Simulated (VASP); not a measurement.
# SiC (P1) in VASP: relaxation of cell and atoms with r2SCAN

Aim: the relaxation of cell and atoms of SiC with r2SCAN.

Program: VASP 6.6.1. These are calculated values, not measurements. Logs are shortened: lines on timing, memory, paths and dates and some standing lists are left out, and cuts for length are marked.

**1. The cell of the first run**

The typed cell holds 2 atoms: a = 3.080 Å, b = 3.080 Å, c = 3.080 Å, α = 60.00°, β = 60.00°, γ = 60.00°.

**2. Relaxation of cell and atoms, r2SCAN**

Input file POSCAR:

```
SiC
1.0
    0.0000000000      2.1781449820      2.1781449820
    2.1781449820      0.0000000000      2.1781449820
    2.1781449820      2.1781449820      0.0000000000
Si C
1 1
Direct
   -0.0631240300      0.1151658864     -0.1928481309
    0.8131240300      0.6348341136      0.9428481309
```

Input file INCAR.step1:

```
SYSTEM = SiC
  PREC = Accurate
  ENCUT = 600
  ISMEAR = 0
  SIGMA = 0.05
  LREAL = .FALSE.
  LASPH = .TRUE.
  NELM = 80
  GGA = PE
  ALGO = Normal
  EDIFF = 1E-4
  LWAVE = .TRUE.
  LCHARG = .FALSE.
```

Input file INCAR.step2:

```
SYSTEM = SiC
  PREC = Accurate
  ENCUT = 600
  EDIFF = 1E-6
  ISMEAR = 0
  SIGMA = 0.05
  LREAL = .FALSE.
  LASPH = .TRUE.
  NELM = 80
  ALGO = Normal
  ISIF = 3
  LWAVE = .FALSE.
  LCHARG = .FALSE.
  METAGGA = R2SCAN
  LMIXTAU = .TRUE.
  IBRION = 2
  NSW = 100
  EDIFFG = -0.01
  ISTART = 1
```

Input file KPOINTS:

```
regular mesh
0
G
  8 8 8
  0 0 0
```

Potentials or basis: VASP PAW PBE potentials, release 64 (Si, C).

Launch:

```bash
$ cat potpaw_PBE.64/Si/POTCAR potpaw_PBE.64/C/POTCAR > POTCAR
$ cp INCAR.step1 INCAR
$ mpirun -np 1 vasp_std > vasp.out
$ cp INCAR.step2 INCAR
$ mpirun -np 1 vasp_std > vasp.out
```

OUTCAR:

```text
SYSTEM = SiC
   PREC = Accurate
   ENCUT = 600
   EDIFF = 1E-6
   ISMEAR = 0
   LREAL = .FALSE.
   LASPH = .TRUE.
   NELM = 80
   ISIF = 3
   METAGGA = R2SCAN
   IBRION = 2
   NSW = 100
   EDIFFG = -0.01
   ISTART = 1

 ion  position               nearest neighbor table
   1  0.937  0.115  0.807-   2 1.52   2 1.67   2 2.44   2 2.48
   2  0.813  0.635  0.943-   1 1.52   1 1.67   1 2.44   1 2.48

  LATTYP: Found a face centered cubic cell.
 ALAT       =     4.3562899640

  Lattice vectors:

 A1 = (   0.0000000000,   2.1781449820,   2.1781449820)
 A2 = (   2.1781449820,   0.0000000000,   2.1781449820)
 A3 = (   2.1781449820,   2.1781449820,   0.0000000000)

Analysis of symmetry for initial positions (statically):
=====================================================================
 Subroutine PRICEL returns:
 Original cell was already a primitive cell.

 Routine SETGRP: Setting up the symmetry group for a
 face centered cubic supercell.

 Subroutine GETGRP returns: Found  1 space group operations
 (whereof  1 operations were pure point group operations)
 out of a pool of 48 trial point group operations.

The static configuration has the point symmetry C_1 .

Analysis of symmetry for dynamics (positions and initial velocities):
=====================================================================
 Subroutine PRICEL returns:
 Original cell was already a primitive cell.

 Routine SETGRP: Setting up the symmetry group for a
 face centered cubic supercell.

 Subroutine GETGRP returns: Found  1 space group operations
 (whereof  1 operations were pure point group operations)
 out of a pool of 48 trial point group operations.

The dynamic configuration has the point symmetry C_1 .

 Subroutine INISYM returns: Found  1 space group operations
 (whereof  1 operations are pure point group operations),
 and found     1 'primitive' translations

----------------------------------------------------------------------------------------

                                     Primitive cell

  volume of cell :      20.6676

  direct lattice vectors                    reciprocal lattice vectors
     0.000000000  2.178144982  2.178144982    -0.229553131  0.229553131  0.229553131
     2.178144982  0.000000000  2.178144982     0.229553131 -0.229553131  0.229553131
     2.178144982  2.178144982  0.000000000     0.229553131  0.229553131 -0.229553131

  length of vectors
     3.080362174  3.080362174  3.080362174     0.397597686  0.397597686  0.397597686

  position of ions in fractional coordinates (direct lattice)
     0.936875970  0.115165886  0.807151869
     0.813124030  0.634834114  0.942848131

  ion indices of the primitive-cell ions
   primitive index   ion index
                 1           1
                 2           2

----------------------------------------------------------------------------------------

 KPOINTS: regular mesh

Automatic generation of k-mesh.
 Grid dimensions read from file:
 generate k-points for:    8    8    8

 Generating k-lattice:

  Cartesian coordinates                     Fractional coordinates (reciprocal lattice)
    -0.028694141  0.028694141  0.028694141     0.125000000  0.000000000  0.000000000
     0.028694141 -0.028694141  0.028694141     0.000000000  0.125000000  0.000000000
     0.028694141  0.028694141 -0.028694141     0.000000000  0.000000000  0.125000000

  Length of vectors
     0.049699711  0.049699711  0.049699711

  Shift w.r.t. Gamma in fractional coordinates (k-lattice)
     0.000000000  0.000000000  0.000000000

 Subroutine IBZKPT returns following result:
 ===========================================

 Found    260 irreducible k-points:

 Following reciprocal coordinates:
            Coordinates               Weight
  0.000000  0.000000  0.000000      1.000000
  0.125000  0.000000  0.000000      2.000000
  0.000000  0.125000  0.000000      2.000000
  0.000000  0.000000  0.125000      2.000000
  0.125000  0.125000  0.125000      2.000000
  0.250000  0.000000  0.000000      2.000000
[... 16 lines left out ...]
  0.125000  0.000000  0.250000      2.000000
  0.125000  0.125000 -0.125000      2.000000
 [... further k-points ...]
   k-points           NKPTS =    260   k-points in BZ     NKDIM =    260   number of bands    NBANDS=      8
   number of dos      NEDOS =    301   number of ions     NIONS =      2
   total plane-waves  NPLWV =  21952
   dimension x,y,z NGX =    28 NGY =   28 NGZ =   28
   dimension x,y,z NGXF=    56 NGYF=   56 NGZF=   56
   ions per type =               1   1
   NGX,Y,Z   is equivalent  to a cutoff of  15.11, 15.11, 15.11 a.u.
   NGXF,Y,Z  is equivalent  to a cutoff of  30.22, 30.22, 30.22 a.u.
 SYSTEM =  SiC
   PREC   = accura    normal or accurate (medium, high low for compatibility)
   ISTART =      1    job   : 0-new  1-cont  2-samecut
   ICHARG =      0    charge: 1-file 2-atom 10-const
   ISPIN  =      1    spin polarized calculation?
   LNONCOLLINEAR =      F non collinear calculations
   LSORBIT =      F    spin-orbit coupling
   LASPH  =      T    aspherical Exc in radial PAW
   ENCUT  =  600.0 eV  44.10 Ry    6.64 a.u.   6.15  6.15  6.15*2*pi/ulx,y,z
   NELM   =     80;   NELMIN=  2; NELMDL=  0     # of ELM steps
   EDIFF  = 0.1E-05   stopping-criterion for ELM
   LREAL  =      F    real-space projection
   EDIFFG = -.1E-01   stopping-criterion for IOM
   NSW    =    100    number of steps for IOM
   IBRION =      2    ionic relax: 0-MD 1-quasi-New 2-CG
   NFREE  =      1    steps in history (QN), initial steepest desc. (CG)
   ISIF   =      3    stress and relaxation
   ISYM   =      2    0-nonsym 1-usesym 2-fastsym
   POTIM  = 0.5000    time-step for ionic-motion
   TEBEG  =    0.0;   TEEND  =   0.0 temperature during run
   PSTRESS=    0.0 pullay stress
   NELECT =       8.0000    total number of electrons
   NUPDOWN=      -1.0000    fix difference up-down
   EMIN   =  10.00;   EMAX   =-10.00  energy-range for DOS
   EFERMI =   0.00;   METHOD = LEGACY
   ISMEAR =     0;   SIGMA  =   0.05  broadening in eV -4-tet -1-fermi 0-gaus
   EFERMI_NEDOS =   21; number of points for ismear=-14 and -15
   IALGO  =     38    algorithm
   IMIX   =      4    mixing-type and parameters
     AMIX     =   0.40;   BMIX     =  1.00
     AMIX_MAG =   1.60;   BMIX_MAG =  1.00
  volume/ion in A,a.u.               =      10.33        69.74
  Fermi-wavevector in a.u.,A,eV,Ry     =   1.193094  2.254621 19.367534  1.423474
  Thomas-Fermi vector in A             =   2.329117
   LORBIT       =      0    0 simple, 1 ext, 2 COOP (PROOUT), +10 PAW based schemes
   METAGGA = R2SCAN    functional components
   LHFCALC =     F    Hartree Fock is set to
   AEXX    =    0.0000 exact exchange contribution
   IVDW    =     0    specifies the selected vdW correction
   LEPSILON=     F    determine dielectric tensor
   LRPA    =     F    only Hartree local field effects (RPA)
 conjugate gradient relaxation of ions
 non-spin polarized calculation
 Gauss-broadening in eV      SIGMA  =   0.05
  energy-cutoff  :      600.00
  volume of cell :       20.67
 maximum number of plane-waves:       701
 NGX is ok and might be reduce to    28
   NGX = 13   NGY = 13   NGZ = 13

--------------------------------------- Ionic step        1  -------------------------------------------

 number of electron       8.0000000 magnetization

 Free energy of the ion-electron system (eV)
  ---------------------------------------------------
  ext. energy  EPLUGINS =         0.00000000
  ---------------------------------------------------
  free energy    TOTEN  =       -15.07750098 eV

  energy without entropy =      -15.07681993  energy(sigma->0) =      -15.07716045

------------------------ aborting loop because EDIFF is reached ----------------------------------------

  FORCE on cell =-STRESS in cart. coord.  units (eV):
  Direction    XX          YY          ZZ          XY          YZ          ZX
  --------------------------------------------------------------------------------------
  -------------------------------------------------------------------------------------
  Total        7.9245170     -2.3700359     13.5666936     -0.1312827     -0.0574999      5.7789217
  in kB      614.3177144   -183.7279224   1051.7057581    -10.1771830     -4.4574619    447.9886872
  external PRESSURE =     494.0985167 kB  Pullay stress =       0.0000000 kB
[... 89 lines left out ...]
  FREE ENERGIE OF THE ION-ELECTRON SYSTEM (eV)
  ---------------------------------------------------
  free  energy   TOTEN  =       -14.0546273731 eV

  energy  without entropy=      -14.0541639064  energy(sigma->0) =      -14.05439564

 E-fermi :   3.8829     XC(G=0):  -9.7292

 val. band max:        3.8299868331   @ k =   0.5000   0.0000   0.5000
 cond. band min:       3.8937501127   @ k =   0.1250   0.2500   0.2500
 fundamental gap:      0.0637632796
 Fermi energy:         3.8829451735

 k-point     1 :       0.0000    0.0000    0.0000
  band No.  band energies     occupation
      1      -9.9819      2.00000
      2       1.2384      2.00000
      3       2.5006      2.00000
      4       3.4652      2.00000
      5       3.9313      0.17100
      6       7.5963      0.00000
      7       8.7651      0.00000
      8      10.5691      0.00000
[... 243 lines left out ...]
 k-point    24 :       0.1250    0.1250   -0.1250
  band No.  band energies     occupation
      1      -9.4309      2.00000
      2       0.0300      2.00000
      3       1.4580      2.00000
      4       1.9705      2.00000
      5       5.1004      0.00000
      6       7.7673      0.00000
      7       8.6558      0.00000
      8      10.5668      0.00000

 [... further k-points ...]

[... ionic steps 4 to 28 ...]

--------------------------------------- Ionic step       29  -------------------------------------------

 number of electron       8.0000000 magnetization

------------------------ aborting loop because EDIFF is reached ----------------------------------------
[... 67 lines left out ...]
--------------------------------------- Ionic step       31  -------------------------------------------

 number of electron       8.0000000 magnetization

 Free energy of the ion-electron system (eV)
  ---------------------------------------------------
  ext. energy  EPLUGINS =         0.00000000
  ---------------------------------------------------
  free energy    TOTEN  =       -19.31035628 eV

  energy without entropy =      -19.31035628  energy(sigma->0) =      -19.31035628

 E-fermi :   8.3257     XC(G=0): -11.9607

 val. band max:        8.0954152837   @ k =   0.0000   0.0000   0.0000
 cond. band min:       9.7262326162   @ k =   0.5000   0.0000   0.5000
 fundamental gap:      1.6308173325
 Fermi energy:         8.3256961543

 k-point     1 :       0.0000    0.0000    0.0000
  band No.  band energies     occupation
      1      -8.1798      2.00000
      2       8.0270      2.00000
      3       8.0278      2.00000
      4       8.0954      2.00000
      5      14.9548      0.00000
      6      15.9298      0.00000
      7      15.9510      0.00000
      8      15.9530      0.00000
[... 243 lines left out ...]
 k-point    24 :       0.1250    0.1250   -0.1250
  band No.  band energies     occupation
      1      -7.0368      2.00000
      2       4.5907      2.00000
      3       6.7667      2.00000
      4       7.0135      2.00000
      5      14.3414      0.00000
      6      16.3707      0.00000
      7      17.3955      0.00000
      8      17.8526      0.00000

 [... further k-points ...]
[... 5 lines left out ...]
  --------------------------------------------------------------------------------------
  -------------------------------------------------------------------------------------
  Total       -0.0047957      0.0167695      0.0123704      0.0032165      0.0006925      0.0045219
  in kB       -0.3735819      1.3063384      0.9636490      0.2505642      0.0539454      0.3522580
  external PRESSURE =       0.6321352 kB  Pullay stress =       0.0000000 kB
[... 17 lines left out ...]
  FREE ENERGIE OF THE ION-ELECTRON SYSTEM (eV)
  ---------------------------------------------------
  free  energy   TOTEN  =       -19.3103562759 eV

  energy  without entropy=      -19.3103562759  energy(sigma->0) =      -19.31035628

 reached required accuracy - stopping structural energy minimisation
```

Run time: 42 min. Hardware: 1 thread of Intel Xeon 6975P-C (Granite Rapids), shared host; peak memory 0.21 GiB.

Results:

```yaml
Free_energy: -19.3104 eV
Relaxed_volume: 10.28 Å³/atom
Relaxed_cell: a = 3.071 Å, b = 4.328 Å, c = 3.072 Å, α = 45.20°, β = 60.24°, γ = 45.22°
Space_group_after_relaxing_to_0.1_Å: F-43m (No. 216)
Pressure_after_relaxing: 0.1 GPa
Band_gap_on_the_k_mesh: 1.63 eV (least direct gap 5.05 eV)
```

Forces in eV/Å, atoms in the order of the input:
```
Si  -0.001  0.002  0.001
C    0.001 -0.002 -0.001
```

Stress tensor (GPa, compression positive):
```
-0.04  0.03  0.04
 0.03  0.13  0.01
 0.04  0.01  0.10
```

Final structure:
```yaml
crystal:
  lattice:
    - [0.46084, 1.54847, 2.61198]
    - [3.08972, 0.01489, 3.03040]
    - [2.62035, 1.54943, 0.41180]
  atoms:
    - { symbol: Si, position: [0.12495, 0.25002, 0.62502] }
    - { symbol: C, position: [0.62505, 0.49998, 0.12498] }
```

Levels at points of the mesh, in eV from the valence-band top:
| k point | band 1 | band 2 | band 3 | band 4 | band 5 | band 6 | band 7 | band 8 |
| --- | --- | --- | --- | --- | --- | --- | --- | --- |
| (0.00, 0.00, 0.00) | -16.28 | -0.07 | -0.07 | 0.00 | 6.86 | 7.83 | 7.86 | 7.86 |
| (0.50, 0.00, 0.00) | -11.18 | -8.15 | -3.37 | -3.35 | 1.70 | 4.85 | 15.05 | 15.33 |
| (0.00, 0.50, 0.00) | -12.63 | -8.90 | -1.20 | -1.10 | 6.00 | 7.67 | 7.80 | 10.95 |
| (0.00, 0.00, 0.50) | -11.18 | -8.15 | -3.37 | -3.35 | 1.70 | 4.84 | 15.04 | 15.33 |
| (0.50, 0.50, 0.50) | -12.63 | -8.90 | -1.21 | -1.10 | 6.00 | 7.68 | 7.80 | 10.95 |
| (0.50, 0.50, 0.00) | -12.63 | -8.90 | -1.21 | -1.10 | 5.99 | 7.67 | 7.80 | 10.95 |
| (0.00, 0.50, 0.50) | -12.63 | -8.90 | -1.20 | -1.10 | 6.00 | 7.68 | 7.80 | 10.95 |
| (0.50, 0.00, 0.50) | -11.12 | -8.05 | -3.45 | -3.45 | 1.63 | 4.71 | 15.14 | 15.14 |

Caveat: a cell axis changed by over 15 % at a fixed basis, so the end point is rough; the PAW data sets were made with another functional, which shifts forces and pressure a little.
